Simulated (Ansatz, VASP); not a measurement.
# BaTiO3: VASP beside Ansatz

```
Ba Ti O
1.0
     2.77456    1.60189    2.41644
    -2.77456    1.60189    2.41644
     0.00000   -3.20379    2.41644
Ba Ti O
1 1 3
Direct
  0.00268 0.00268 0.00268
  0.51280 0.51280 0.51280
  0.49032 0.49032 0.98258
  0.49032 0.98258 0.49032
  0.98258 0.49032 0.49032
```

Change from the starting cell: strain -0.030 along x and y, +0.030 along z, atoms carried along.

Alike in both runs: task single point; functional PBE; k mesh 6 × 6 × 6; occupations gaussian, width 0.05 eV; no spin polarisation; Hubbard terms Ti d U = 4.0 eV.

|  | VASP | Ansatz |
| --- | --- | --- |
| version | VASP 6.6.1 | Ansatz 0.2.0 |
| potentials or method | VASP PAW PBE potentials, release 64 (Ba_sv, Ti_sv, O), cutoff 520 eV | scalar-relativistic, plane waves, PAW |
| valence electrons in the cell | 40 | 40 |

Ansatz gave:

* gap on the k mesh at the Fermi level (eV): 2.66
* least direct gap on the mesh (eV): 2.92
* pressure (GPa): 5.9
* traceless stress, the component that is largest in VASP (GPa): -9.31
* rms of the force components (eV/Å): 0.130

Q: Estimate VASP's values.

A: gap on the k mesh at the Fermi level (eV): 2.62; least direct gap on the mesh (eV): 2.89; pressure (GPa): 9.8; traceless stress, the component that is largest in VASP (GPa): -9.88; rms of the force components (eV/Å): 0.363.

The programs project onto different local orbitals, so the same U acts differently, and such runs can settle in different states. Atom by atom the forces differ by 0.253 eV/Å (rms over components).

Neither program's run includes spin-orbit coupling.
